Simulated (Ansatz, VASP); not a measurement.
## One calculation of HfO2, two programs

```
Hf O
1.0
     5.04451    0.00000    0.00000
     0.00000    5.04451    0.00000
     0.00000    0.00000    5.04451
Hf O
4 8
Direct
  0.00000 0.00000 0.00000
  0.00000 0.50000 0.50000
  0.50000 0.00000 0.50000
  0.50000 0.50000 0.00000
  0.25000 0.25000 0.75000
  0.25000 0.75000 0.75000
  0.25000 0.75000 0.25000
  0.25000 0.25000 0.25000
  0.75000 0.25000 0.25000
  0.75000 0.75000 0.25000
  0.75000 0.75000 0.75000
  0.75000 0.25000 0.75000
```

Alike in both runs: functional PBEsol; k mesh 6 × 6 × 6; occupations gaussian, width 0.02 eV; no spin polarisation.

Ansatz relaxed the structure, and its values are those at the end. VASP's run is a single point on that final structure, the one shown.

|  | VASP | Ansatz |
| --- | --- | --- |
| version | VASP 6.6.1 | Ansatz 0.2.0 |
| potentials or method | VASP PAW PBE potentials, release 64 (Hf_pv, O), cutoff 600 eV | scalar-relativistic, plane waves, PAW |
| valence electrons in the cell | 88 | 152 |

Ansatz gave:

* gap on the k mesh at the Fermi level (eV): 3.69
* least direct gap on the mesh (eV): 3.69
* pressure (GPa): 0.0

Question: Which values does VASP return?

Answer: gap on the k mesh at the Fermi level (eV): 3.71; least direct gap on the mesh (eV): 3.71; pressure (GPa): -4.0.

VASP's potentials were made for PBE, not for PBEsol, and Ansatz warns of the same on its side. One of these differences is far larger than is usual between the two programs; its cause wasn't traced. VASP's potentials hold 88 valence electrons a cell and Ansatz's 152, so a difference there can come from the potentials and not from the codes.

Spin-orbit coupling is off throughout.
